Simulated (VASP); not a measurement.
Wanted: the native input for a VASP 6.6.1 run.

| Property | Result |
| --- | --- |
| Task | single point |
| Functional | PBE |
| Potentials or basis | VASP PAW PBE potentials, release 64 (Co) |
| Cutoff | 520 eV |
| k mesh | 13 × 13 × 13 |
| Occupations | fermi-dirac, width 0.05 eV |
| Spin | collinear spin, ferromagnetic start |
| Starting moments | [2.0] μB |
| Dipole correction | no |
| Further INCAR settings | ALGO = Normal; EDIFF = 1e-06; NBANDS = 14 |

The structure of Co lies in POSCAR:

```
Co
1.0
   -1.4145745000      1.3929095500      1.3921574700
    1.4429802800     -1.3751271500      1.4027808400
    1.4112696000      1.3718222500     -1.3743750600
Co
1
Direct
    0.0000000000      0.0000000000      0.0000000000
```

These files were run (other wordings do the same):

INCAR

```
SYSTEM = Co
PREC     = Accurate       ! precision mode
ENCUT    = 520            ! plane-wave cutoff, eV
EDIFF    = 1E-6           ! SCF threshold, eV
ISMEAR   = -1             ! smearing method
SIGMA    = 0.05           ! smearing width, eV
LREAL    = .False.        ! projectors in reciprocal space
LASPH    = .True.         ! aspherical terms in the spheres
NELM     = 150            ! most SCF steps
ALGO     = Normal         ! electronic algorithm
ISIF     = 2              ! what is computed and relaxed
LWAVE    = .False.        ! write WAVECAR
LCHARG   = .False.        ! write CHGCAR
ISPIN    = 2              ! spin polarisation
MAGMOM   = 2              ! initial moments
LORBIT   = 11             ! projections on sites
LMAXMIX  = 4              ! l up to which the mixer works
GGA      = PE             ! functional
NBANDS   = 14             ! bands
```

KPOINTS

```
Automatic mesh
0
Gamma
  13 13 13
  0 0 0
```

Potentials or basis: VASP PAW PBE potentials, release 64 (Co).

Command:

```console
$ cat potpaw_PBE.64/Co/POTCAR > POTCAR
$ mpirun -np 1 vasp_std > vasp.out
```

It gave:

| Item | Value |
| --- | --- |
| Pressure | 0.2 GPa |
| Net moment | 1.70 μB per cell |
| Site moments | Co +1.72 μB |
| Valence electrons inside the program's atomic spheres | Co 8.24 |

It took 3 min on 1 thread of Intel(R) Xeon(R) Platinum 8375C CPU @ 2.90GHz (Ice Lake), with other jobs on the host, peak memory 0.35 GiB.
